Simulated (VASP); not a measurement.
# GaN: single point with LDA

The system is GaN.

```
Ga N
1.0
     0.00000    2.22844    2.22844
     2.22844    0.00000    2.22844
     2.22844    2.22844    0.00000
Ga N
1 1
Direct
  0.00000 0.00000 0.00000
  0.25000 0.25000 0.25000
```

- Program: VASP 6.6.1
- Task: single point
- Functional: LDA
- Potentials or basis: VASP PAW LDA potentials, release 64 (Ga_d, N)
- Cutoff: 520 eV
- k mesh: 10 × 10 × 10
- Occupations: fermi-dirac, width 0.05 eV
- Spin: no spin polarisation
- Dipole correction: no
- Further INCAR settings: ALGO = Normal; EDIFF = 1e-06; NBANDS = 16

```
Pressure               : 0.9 GPa
Band gap on the k mesh : 1.97 eV, direct
```

Levels at points of the mesh, in eV from the valence-band top:
| k point | band 6 | band 7 | band 8 | band 9 | band 10 | band 11 | band 12 | band 13 |
| --- | --- | --- | --- | --- | --- | --- | --- | --- |
| (0.00, 0.00, 0.00) | -13.24 | 0.00 | 0.00 | 0.00 | 1.97 | 10.32 | 10.32 | 10.32 |
| (0.50, 0.00, 0.00) | -11.86 | -7.34 | -1.02 | -1.02 | 4.77 | 8.76 | 10.38 | 10.38 |
| (0.50, 0.50, 0.00) | -11.38 | -6.34 | -2.85 | -2.85 | 3.26 | 6.68 | 11.74 | 14.11 |

Run time: 7.4 s on 1 thread of Intel Xeon 6975P-C (shared host), peak memory 0.13 GiB.

As with any semilocal functional, this LDA gap is likely too small.
